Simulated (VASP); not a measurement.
# Al in VASP: single point with PBE

Aim: the single point of Al with PBE.

Everything below comes from runs of VASP 6.6.1. Logs are shortened: lines on timing, memory, paths and dates and some standing lists are left out, and cuts for length are marked.

### 1 The cell of the first run

The cell holds a slab with vacuum, 5 atoms: a = 2.857 Å, b = 2.857 Å, c = 24.082 Å, α = 90.00°, β = 90.00°, γ = 90.00°.

### 2 Single point, PBE

File POSCAR:

```
Al
1.0
    2.8574853682      0.0000000000      0.0000000000
    0.0000000000      2.8574853682      0.0000000000
    0.0000000000      0.0000000000     24.0822000000
Al
5
Direct
    0.0000000000      0.0000000000      0.3321957895
    0.5000000000      0.5000000000      0.4160978945
    0.0000000000      0.0000000000      0.5000000000
    0.5000000000      0.5000000000      0.5839021055
    0.0000000000      0.0000000000      0.6678042105
```

File INCAR.step1:

```
ALGO = Normal ; DIPOL = 0.5 0.5 0.500
EDIFF = 1E-6 ; ENCUT = 520
GGA = PE ; IDIPOL = 3
ISIF = 2 ; ISMEAR = -1
LASPH = T ; LCHARG = T
LDIPOL = T ; LREAL = F
LWAVE = F ; NBANDS = 16
NELM = 60 ; PREC = Accurate
SIGMA = 0.08
```

File KPOINTS.step1:

```
k-points
0
Gamma
  14 14 1
```

File INCAR.step2:

```
ALGO = Normal ; DIPOL = 0.5 0.5 0.500
EDIFF = 1E-6 ; ENCUT = 520
GGA = PE ; ICHARG = 11
IDIPOL = 3 ; ISIF = 2
ISMEAR = -5 ; LASPH = T
LCHARG = F ; LDIPOL = T
LORBIT = 10 ; LREAL = F
LWAVE = F ; NEDOS = 1001
NELM = 60 ; PREC = Accurate
SIGMA = 0.08
```

File KPOINTS.step2:

```
k-points
0
Gamma
  21 21 1
```

Potentials or basis: VASP PAW PBE potentials, release 64 (Al).

Started as:

```
cat potpaw_PBE.64/Al/POTCAR > POTCAR
cp INCAR.step1 INCAR
cp KPOINTS.step1 KPOINTS
mpirun -np 1 vasp_std > vasp.out
cp INCAR.step2 INCAR
cp KPOINTS.step2 KPOINTS
mpirun -np 1 vasp_std > vasp.out
```

OUTCAR:

```text
EDIFF = 1E-6
   ENCUT = 520
   GGA = PE
   ICHARG = 11
   ISIF = 2
   ISMEAR = -5
   LASPH = T
   LORBIT = 10
   LREAL = F
   NELM = 60
   PREC = Accurate

 ion  position               nearest neighbor table
   1  0.000  0.000  0.332-   2 2.86   2 2.86   2 2.86   2 2.86
   2  0.500  0.500  0.416-   1 2.86   1 2.86   1 2.86   1 2.86   3 2.86   3 2.86   3 2.86   3 2.86

   3  0.000  0.000  0.500-   2 2.86   4 2.86   2 2.86   4 2.86   2 2.86   4 2.86   2 2.86   4 2.86

   4  0.500  0.500  0.584-   5 2.86   5 2.86   5 2.86   5 2.86   3 2.86   3 2.86   3 2.86   3 2.86

   5  0.000  0.000  0.668-   4 2.86   4 2.86   4 2.86   4 2.86

  LATTYP: Found a simple tetragonal cell.
 ALAT       =     2.8574853682
 C/A-ratio  =     8.4277596897

  Lattice vectors:

 A1 = (   2.8574853682,   0.0000000000,   0.0000000000)
 A2 = (   0.0000000000,   2.8574853682,   0.0000000000)
 A3 = (   0.0000000000,   0.0000000000,  24.0822000000)

Analysis of symmetry for initial positions (statically):
=====================================================================
 Subroutine PRICEL returns:
 Original cell was already a primitive cell.

 Routine SETGRP: Setting up the symmetry group for a
 simple tetragonal supercell.

 Subroutine GETGRP returns: Found 16 space group operations
 (whereof 16 operations were pure point group operations)
 out of a pool of 16 trial point group operations.

The static configuration has the point symmetry D_4h.

Analysis of symmetry for dynamics (positions and initial velocities):
=====================================================================
 Subroutine PRICEL returns:
 Original cell was already a primitive cell.

 Routine SETGRP: Setting up the symmetry group for a
 simple tetragonal supercell.

 Subroutine GETGRP returns: Found 16 space group operations
 (whereof 16 operations were pure point group operations)
 out of a pool of 16 trial point group operations.

The dynamic configuration has the point symmetry D_4h.

 Subroutine INISYM returns: Found 16 space group operations
 (whereof 16 operations are pure point group operations),
 and found     1 'primitive' translations

----------------------------------------------------------------------------------------

                                     Primitive cell

  volume of cell :     196.6365

  direct lattice vectors                    reciprocal lattice vectors
[... 121 lines left out ...]
   LHFCALC =     F    Hartree Fock is set to
   AEXX    =    0.0000 exact exchange contribution
   IVDW    =     0    specifies the selected vdW correction
   LEPSILON=     F    determine dielectric tensor
   LRPA    =     F    only Hartree local field effects (RPA)
 non-spin polarized calculation
 Fermi weights with tetrahedron method with Bloechl corrections
  energy-cutoff  :      520.00
  volume of cell :      196.64
 maximum number of plane-waves:      5338
 NGX is ok and might be reduce to    24

 number of electron      15.0000000 magnetization

 dipolmoment           0.000000      0.000000      0.000000 electrons x Angstroem

 Free energy of the ion-electron system (eV)
  ---------------------------------------------------
  ext. energy  EPLUGINS =         0.00000000
  ---------------------------------------------------
  free energy    TOTEN  =       -17.76977909 eV

  energy without entropy =      -17.76977909  energy(sigma->0) =      -17.76977909

 E-fermi :   0.8904     XC(G=0):  -5.0910

 val. band max:        0.9560355848   @ k =   0.3810   0.0000   0.0000
 cond. band min:       0.7637776896   @ k =   0.4286   0.1905   0.0000
 fundamental gap:     -0.1922578952
 Fermi energy:         0.8903583771

 k-point     1 :       0.0000    0.0000    0.0000
  band No.  band energies     occupation
      1      -9.8939      2.00000
      2      -8.9598      2.00000
      3      -7.4663      2.00000
      4      -5.4853      2.00000
      5      -3.0275      2.00000
      6      -1.1643      2.00000
      7       1.9382      0.00000
      8       4.0030      0.00000
      9       4.8745      0.00000
     10       5.8905      0.00000
     11       5.9664      0.00000
[... 309 lines left out ...]
 k-point    24 :       0.1905    0.0952    0.0000
  band No.  band energies     occupation
      1      -9.0756      2.00000
      2      -8.1460      2.00000
      3      -6.6595      2.00000
      4      -4.6866      2.00000
      5      -2.2345      2.00000
      6      -0.4049      2.00000
      7       1.5584      0.01468
      8       2.4512      0.00000
      9       2.7321      0.00000
     10       3.8737      0.00000
     11       4.7843      0.00000

 [... further k-points ...]

------------------------ aborting loop because EDIFF is reached ----------------------------------------

 vacuum level on the upper side and lower side of the slab       (xc-potential included)        -0.070        -0.070

  FORCE on cell =-STRESS in cart. coord.  units (eV):
  Direction    XX          YY          ZZ          XY          YZ          ZX
  --------------------------------------------------------------------------------------
  -------------------------------------------------------------------------------------
  Total       -1.7558313     -1.7558313      0.6499216      0.0000000     -0.0000000      0.0000000
  in kB      -14.3063608    -14.3063608      5.2955047      0.0000000     -0.0000000      0.0000000
  external PRESSURE =      -7.7724056 kB  Pullay stress =       0.0000000 kB

 VOLUME and BASIS-vectors are now :
 -----------------------------------------------------------------------------
  energy-cutoff  :      520.00
  volume of cell :      196.64
      direct lattice vectors                 reciprocal lattice vectors
     2.857485368  0.000000000  0.000000000     0.349958047  0.000000000  0.000000000
     0.000000000  2.857485368  0.000000000     0.000000000  0.349958047  0.000000000
     0.000000000  0.000000000 24.082200000     0.000000000  0.000000000  0.041524445

 POSITION                                       TOTAL-FORCE (eV/Angst)
 -----------------------------------------------------------------------------------
      0.00000      0.00000      8.00001         0.000000      0.000000     -0.112596
      1.42874      1.42874     10.02055        -0.000000     -0.000000      0.064318
      0.00000      0.00000     12.04110         0.000000     -0.000000      0.000000
      1.42874      1.42874     14.06165         0.000000      0.000000     -0.064318
      0.00000      0.00000     16.08219         0.000000      0.000000      0.112596
 -----------------------------------------------------------------------------------
    total drift:                                0.000000      0.000000      0.000000

  FREE ENERGIE OF THE ION-ELECTRON SYSTEM (eV)
  ---------------------------------------------------
  free  energy   TOTEN  =       -17.7697790909 eV

  energy  without entropy=      -17.7697790909  energy(sigma->0) =      -17.76977909

 vacuum level on the upper side and lower side of the slab         5.134         5.134

 total charge

# of ion       s       p       d       tot
------------------------------------------
    1        0.467   0.296   0.000   0.763
    2        0.426   0.340   0.000   0.765
    3        0.433   0.339   0.000   0.772
    4        0.426   0.340   0.000   0.765
    5        0.467   0.296   0.000   0.763
--------------------------------------------------
tot          2.217   1.610   0.000   3.828
```

OUTCAR.step1:

```text
EDIFF = 1E-6
   ENCUT = 520
   GGA = PE
   ISIF = 2
   ISMEAR = -1
   LASPH = T
   LREAL = F
   NELM = 60
[... 697 lines left out ...]
      1.42874      1.42874     14.06165         0.000000      0.000000     -0.004437
      0.00000      0.00000     16.08219        -0.000000      0.000000      0.084623
 -----------------------------------------------------------------------------------
    total drift:                                0.000000      0.000000      0.000000

  FREE ENERGIE OF THE ION-ELECTRON SYSTEM (eV)
  ---------------------------------------------------
  free  energy   TOTEN  =       -17.7977842215 eV

  energy  without entropy=      -17.7470481564  energy(sigma->0) =      -17.77241619

 vacuum level on the upper side and lower side of the slab         5.134         5.134
```

It took 2.8 min on 1 thread of Intel Xeon Platinum 8375C at 2.90GHz (Ice Lake), shared host; peak memory 0.33 GiB.

Results:

| Property | Result |
| --- | --- |
| Valence electrons inside the program's atomic spheres | Al 0.76, 0.77 (each value once) |

Caveat: tetrahedron occupations give inexact forces and stress in metals.
